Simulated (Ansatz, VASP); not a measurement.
SnO in VASP and in Ansatz

The input INCAR:

```
SYSTEM = SnO
  ALGO = Normal
  EDIFF = 1E-7
  ENCUT = 520
  GGA = PE
  ISIF = 2
  ISMEAR = 0
  LASPH = .TRUE.
  LCHARG = .TRUE.
  LELF = .TRUE.
  LREAL = .FALSE.
  LVHAR = .TRUE.
  LWAVE = .FALSE.
  NBANDS = 28
  NELM = 100
  PREC = Accurate
  SIGMA = 0.05
```

File KPOINTS:

```
k-points
0
G
  10 10 8
  0 0 0
```

Contents of POSCAR:

```
SnO
1.0
    3.8681707514      0.0000000000      0.0000000000
    0.0000000000      3.8681707514      0.0000000000
    0.0000000000      0.0000000000      5.0672768981
Sn O
2 2
Direct
    0.0000000000      0.5000000000      0.2287361932
    0.5000000000      0.0000000000      0.7712638068
   -0.0517040257      0.0000000000      0.0197344653
    0.5000000000      0.5000000000      0.0000000000
```

Input for Ansatz:

```yaml
crystal:
  lattice:
    - [3.8681707514, 0.0, 0.0]
    - [0.0, 3.8681707514, 0.0]
    - [0.0, 0.0, 5.0672768981]
  atoms:
    - { symbol: Sn, position: [0.0, 0.5, 0.2287361932] }
    - { symbol: Sn, position: [0.5, 0.0, 0.7712638068] }
    - { symbol: O, position: [-0.0517040257, 0.0, 0.0197344653] }
    - { symbol: O, position: [0.5, 0.5, 0.0] }
basis:
  ecutwfc: 420
kpoints:
  mp_grid: { grid: [10, 10, 8] }
hamiltonian:
  xc: pbe
scf:
  occupations: { method: gaussian, width: 0.05 }
output:
  forces: true
  stress: true
  eigenvalues: true
```

Alike in both runs: task single point; functional PBE; k mesh 10 × 10 × 8; occupations gaussian, width 0.05 eV; no spin polarisation.

|  | VASP | Ansatz |
| --- | --- | --- |
| version | VASP 6.6.1 | Ansatz 0.2.0 |
| potentials or method | VASP PAW PBE potentials, release 64 (Sn_d, O), cutoff 520 eV | scalar-relativistic, plane waves, PAW |
| valence electrons in the cell | 40 | 40 |

VASP gave:

```
gap on the k mesh at the Fermi level (eV)                     : 0.47
least direct gap on the mesh (eV)                             : 1.85
pressure (GPa)                                                : 1.1
traceless stress, the component that is largest in VASP (GPa) : 1.01
rms of the force components (eV/Å)                            : 0.437
```

**Question.** What did Ansatz give for the same quantities?

**Answer.** gap on the k mesh at the Fermi level (eV): 0.47; least direct gap on the mesh (eV): 1.88; pressure (GPa): 0.9; traceless stress, the component that is largest in VASP (GPa): 0.94; rms of the force components (eV/Å): 0.429.

Atom by atom the forces differ by 0.033 eV/Å (rms over components).
